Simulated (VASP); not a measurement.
# Cs (Im-3m) in VASP: single point with PBEsol

Aim: the single point of Cs with PBEsol.

Program: VASP 6.6.1. These are calculated values, not measurements. Logs are shortened: lines on timing, memory, paths and dates and some standing lists are left out, and cuts for length are marked.

### Step 1. The cell of the first run

The structure is cubic, space group Im-3m (No. 229). The conventional cell has a = 6.067 Å, b = 6.067 Å, c = 6.067 Å, α = 90.00°, β = 90.00°, γ = 90.00°.

### Step 2. Single point, PBEsol

File INCAR:

```
SYSTEM = Cs
PREC = Accurate
ENCUT = 500
EDIFF = 1E-6
ISMEAR = -1
SIGMA = 0.05
LREAL = .False.
LASPH = .True.
NELM = 120
ALGO = Normal
ISIF = 2
LWAVE = .False.
LCHARG = .True.
GGA = PS
LELF = .True.
LVHAR = .True.
NBANDS = 10
GGA_COMPAT = .False.
```

File KPOINTS:

```
Automatic mesh
0
Gamma
  6 6 6
  0 0 0
```

File POSCAR:

```
Cs
1.0
   -3.0335000000      3.0335000000      3.0335000000
    3.0335000000     -3.0335000000      3.0335000000
    3.0335000000      3.0335000000     -3.0335000000
Cs
1
Direct
    0.0000000000      0.0000000000      0.0000000000
```

Potentials or basis: VASP PAW PBE potentials, release 64 (Cs_sv).

Launch:

```bash
$ cat potpaw_PBE.64/Cs_sv/POTCAR > POTCAR
$ mpirun -np 1 vasp_std > vasp.out
```

OUTCAR:

```text
SYSTEM = Cs
   PREC = Accurate
   ENCUT = 500
   EDIFF = 1E-6
   ISMEAR = -1
   LREAL = .False.
   LASPH = .True.
   NELM = 120
   ISIF = 2
   GGA = PS

 ion  position               nearest neighbor table
   1  0.000  0.000  0.000-

  LATTYP: Found a body centered cubic cell.
 ALAT       =     6.0670000000

  Lattice vectors:

 A1 = (  -3.0335000000,   3.0335000000,   3.0335000000)
 A2 = (   3.0335000000,  -3.0335000000,   3.0335000000)
 A3 = (   3.0335000000,   3.0335000000,  -3.0335000000)

Analysis of symmetry for initial positions (statically):
=====================================================================
 Subroutine PRICEL returns:
 Original cell was already a primitive cell.

 Routine SETGRP: Setting up the symmetry group for a
 body centered cubic supercell.

 Subroutine GETGRP returns: Found 48 space group operations
 (whereof 48 operations were pure point group operations)
 out of a pool of 48 trial point group operations.

The static configuration has the point symmetry O_h .

Analysis of symmetry for dynamics (positions and initial velocities):
=====================================================================
 Subroutine PRICEL returns:
 Original cell was already a primitive cell.

 Routine SETGRP: Setting up the symmetry group for a
 body centered cubic supercell.

 Subroutine GETGRP returns: Found 48 space group operations
 (whereof 48 operations were pure point group operations)
 out of a pool of 48 trial point group operations.

The dynamic configuration has the point symmetry O_h .

 Subroutine INISYM returns: Found 48 space group operations
 (whereof 48 operations are pure point group operations),
 and found     1 'primitive' translations

----------------------------------------------------------------------------------------

                                     Primitive cell

  volume of cell :     111.6586

  direct lattice vectors                    reciprocal lattice vectors
    -3.033500000  3.033500000  3.033500000     0.000000000  0.164826108  0.164826108
     3.033500000 -3.033500000  3.033500000     0.164826108  0.000000000  0.164826108
     3.033500000  3.033500000 -3.033500000     0.164826108  0.164826108  0.000000000

  length of vectors
     5.254176125  5.254176125  5.254176125     0.233099318  0.233099318  0.233099318

  position of ions in fractional coordinates (direct lattice)
     0.000000000  0.000000000  0.000000000

  ion indices of the primitive-cell ions
   primitive index   ion index
                 1           1

----------------------------------------------------------------------------------------

 KPOINTS: Automatic mesh

Automatic generation of k-mesh.
 Grid dimensions read from file:
 generate k-points for:    6    6    6

 Generating k-lattice:

  Cartesian coordinates                     Fractional coordinates (reciprocal lattice)
     0.000000000  0.027471018  0.027471018     0.166666667  0.000000000  0.000000000
     0.027471018  0.000000000  0.027471018     0.000000000  0.166666667  0.000000000
     0.027471018  0.027471018  0.000000000     0.000000000  0.000000000  0.166666667

  Length of vectors
     0.038849886  0.038849886  0.038849886

  Shift w.r.t. Gamma in fractional coordinates (k-lattice)
     0.000000000  0.000000000  0.000000000

 Subroutine IBZKPT returns following result:
 ===========================================

 Found     16 irreducible k-points:

 Following reciprocal coordinates:
            Coordinates               Weight
  0.000000  0.000000  0.000000      1.000000
  0.166667  0.000000  0.000000     12.000000
  0.333333  0.000000  0.000000     12.000000
  0.500000  0.000000  0.000000      6.000000
  0.166667  0.166667  0.000000     24.000000
  0.333333  0.166667  0.000000     48.000000
[... 8 lines left out ...]
  0.500000  0.500000  0.333333     12.000000
  0.500000  0.500000  0.500000      1.000000
   k-points           NKPTS =     16   k-points in BZ     NKDIM =     16   number of bands    NBANDS=     10
   number of dos      NEDOS =    301   number of ions     NIONS =      1
   total plane-waves  NPLWV =  64000
   dimension x,y,z NGX =    40 NGY =   40 NGZ =   40
   dimension x,y,z NGXF=    80 NGYF=   80 NGZF=   80
   ions per type =               1
   NGX,Y,Z   is equivalent  to a cutoff of  12.66, 12.66, 12.66 a.u.
   NGXF,Y,Z  is equivalent  to a cutoff of  25.31, 25.31, 25.31 a.u.
 SYSTEM =  Cs
   PREC   = accura    normal or accurate (medium, high low for compatibility)
   ISTART =      0    job   : 0-new  1-cont  2-samecut
   ICHARG =      2    charge: 1-file 2-atom 10-const
   ISPIN  =      1    spin polarized calculation?
   LNONCOLLINEAR =      F non collinear calculations
   LSORBIT =      F    spin-orbit coupling
   LASPH  =      T    aspherical Exc in radial PAW
   ENCUT  =  500.0 eV  36.75 Ry    6.06 a.u.   9.58  9.58  9.58*2*pi/ulx,y,z
   NELM   =    120;   NELMIN=  2; NELMDL= -5     # of ELM steps
   EDIFF  = 0.1E-05   stopping-criterion for ELM
   LREAL  =      F    real-space projection
   EDIFFG = 0.1E-04   stopping-criterion for IOM
   NSW    =      0    number of steps for IOM
   IBRION =     -1    ionic relax: 0-MD 1-quasi-New 2-CG
   NFREE  =      0    steps in history (QN), initial steepest desc. (CG)
   ISIF   =      2    stress and relaxation
   ISYM   =      2    0-nonsym 1-usesym 2-fastsym
   POTIM  = 0.5000    time-step for ionic-motion
   TEBEG  =    0.0;   TEEND  =   0.0 temperature during run
   PSTRESS=    0.0 pullay stress
   NELECT =       9.0000    total number of electrons
   NUPDOWN=      -1.0000    fix difference up-down
   EMIN   =  10.00;   EMAX   =-10.00  energy-range for DOS
   EFERMI =   0.00;   METHOD = LEGACY
   ISMEAR =    -1;   SIGMA  =   0.05  broadening in eV -4-tet -1-fermi 0-gaus
   EFERMI_NEDOS =   21; number of points for ismear=-14 and -15
   IALGO  =     38    algorithm
   IMIX   =      4    mixing-type and parameters
     AMIX     =   0.40;   BMIX     =  1.00
     AMIX_MAG =   1.60;   BMIX_MAG =  1.00
  volume/ion in A,a.u.               =     111.66       753.51
  Fermi-wavevector in a.u.,A,eV,Ry     =   0.707172  1.336361  6.804166  0.500092
  Thomas-Fermi vector in A             =   1.793149
   LORBIT       =      0    0 simple, 1 ext, 2 COOP (PROOUT), +10 PAW based schemes
   GGA     = PS    functional components
   LHFCALC =     F    Hartree Fock is set to
   AEXX    =    0.0000 exact exchange contribution
   IVDW    =     0    specifies the selected vdW correction
   LEPSILON=     F    determine dielectric tensor
   LRPA    =     F    only Hartree local field effects (RPA)
 non-spin polarized calculation
  energy-cutoff  :      500.00
  volume of cell :      111.66
 maximum number of plane-waves:      2899
 NGX is ok and might be reduce to    40
   NGX = 19   NGY = 19   NGZ = 19

 number of electron       8.9999999 magnetization

 Free energy of the ion-electron system (eV)
  ---------------------------------------------------
  ext. energy  EPLUGINS =         0.00000000
  ---------------------------------------------------
  free energy    TOTEN  =        -0.93793139 eV

  energy without entropy =       -0.91955486  energy(sigma->0) =       -0.92874313

 E-fermi :   0.4500     XC(G=0):  -5.5535

 val. band max:        0.3407527821   @ k =   0.1667   0.1667   0.1667
 cond. band min:       0.4672214085   @ k =   0.5000   0.0000   0.0000
 fundamental gap:      0.1264686264
 Fermi energy:         0.4500089637

 k-point     1 :       0.0000    0.0000    0.0000
  band No.  band energies     occupation
      1     -23.3819      2.00000
      2     -10.0968      2.00000
      3     -10.0968      2.00000
      4     -10.0968      2.00000
      5      -1.2677      2.00000
      6       2.9629      0.00000
      7       2.9629      0.00000
      8       2.9629      0.00000
      9       3.8585      0.00000
     10       3.8585      0.00000

 k-point     2 :       0.1667    0.0000    0.0000
  band No.  band energies     occupation
      1     -23.3799      2.00000
      2     -10.1364      2.00000
      3     -10.1096      2.00000
      4     -10.0969      2.00000
      5      -0.9581      2.00000
      6       2.6029      0.00000
      7       2.6700      0.00000
      8       3.2797      0.00000
      9       3.6232      0.00000
     10       3.8233      0.00000

 k-point     3 :       0.3333    0.0000    0.0000
  band No.  band energies     occupation
      1     -23.3761      2.00000
      2     -10.2128      2.00000
      3     -10.1349      2.00000
      4     -10.0970      2.00000
      5      -0.1689      1.99999
      6       1.8082      0.00000
      7       2.2539      0.00000
      8       3.7866      0.00000
      9       3.9660      0.00000
     10       4.1887      0.00000

 k-point     4 :       0.5000    0.0000    0.0000
  band No.  band energies     occupation
      1     -23.3741      2.00000
      2     -10.2499      2.00000
      3     -10.1474      2.00000
      4     -10.0971      2.00000
      5       0.4672      0.82956
      6       1.3520      0.00000
      7       2.0905      0.00000
      8       3.6957      0.00000
      9       4.3249      0.00000
     10       4.8484      0.00000
[... 118 lines left out ...]
 k-point    14 :      -0.3333    0.3333    0.3333
  band No.  band energies     occupation
      1     -23.3712      2.00000
      2     -10.1979      2.00000
      3     -10.1773      2.00000
      4     -10.1773      2.00000
      5       0.6821      0.01911
      6       1.4903      0.00000
      7       2.9051      0.00000
      8       2.9051      0.00000
      9       3.1870      0.00000
     10       4.2507      0.00000

 k-point    15 :       0.5000    0.5000    0.3333
  band No.  band energies     occupation
      1     -23.3696      2.00000
      2     -10.2167      2.00000
      3     -10.1912      2.00000
      4     -10.1791      2.00000
      5       1.1384      0.00000
      6       1.1639      0.00000
      7       2.6088      0.00000
      8       3.0208      0.00000
      9       3.7357      0.00000
     10       5.0701      0.00000

 k-point    16 :       0.5000    0.5000    0.5000
  band No.  band energies     occupation
      1     -23.3680      2.00000
      2     -10.2056      2.00000
      3     -10.2056      2.00000
      4     -10.2056      2.00000
      5       1.0797      0.00001
      6       1.0797      0.00001
      7       3.5237      0.00000
      8       3.5237      0.00000
      9       3.5237      0.00000
     10       4.9858      0.00000

------------------------ aborting loop because EDIFF is reached ----------------------------------------

  FORCE on cell =-STRESS in cart. coord.  units (eV):
  Direction    XX          YY          ZZ          XY          YZ          ZX
  --------------------------------------------------------------------------------------
  -------------------------------------------------------------------------------------
  Total       -0.0367312     -0.0367312     -0.0367312      0.0000000      0.0000000     -0.0000000
  in kB       -0.5270529     -0.5270529     -0.5270529      0.0000000      0.0000000     -0.0000000
  external PRESSURE =      -0.5270529 kB  Pullay stress =       0.0000000 kB

 VOLUME and BASIS-vectors are now :
 -----------------------------------------------------------------------------
  energy-cutoff  :      500.00
  volume of cell :      111.66
      direct lattice vectors                 reciprocal lattice vectors
    -3.033500000  3.033500000  3.033500000     0.000000000  0.164826108  0.164826108
     3.033500000 -3.033500000  3.033500000     0.164826108  0.000000000  0.164826108
     3.033500000  3.033500000 -3.033500000     0.164826108  0.164826108  0.000000000

 POSITION                                       TOTAL-FORCE (eV/Angst)
 -----------------------------------------------------------------------------------
      0.00000      0.00000      0.00000         0.000000      0.000000      0.000000
 -----------------------------------------------------------------------------------
    total drift:                               -0.000000      0.000000     -0.000000

  FREE ENERGIE OF THE ION-ELECTRON SYSTEM (eV)
  ---------------------------------------------------
  free  energy   TOTEN  =        -0.9379313903 eV

  energy  without entropy=       -0.9195548644  energy(sigma->0) =       -0.92874313
```

Wall time 7.7 s (1 thread of Intel Xeon 6975P-C (Granite Rapids), shared host); peak memory 0.23 GiB.

What came out:

| Item | Value |
| --- | --- |
| Free energy | -0.9379 eV |
| Pressure | -0.1 GPa |

Caveat: the PAW data sets were made with another functional, which shifts forces and pressure a little; spin-orbit coupling is left out, which moves the levels of the heavy elements.
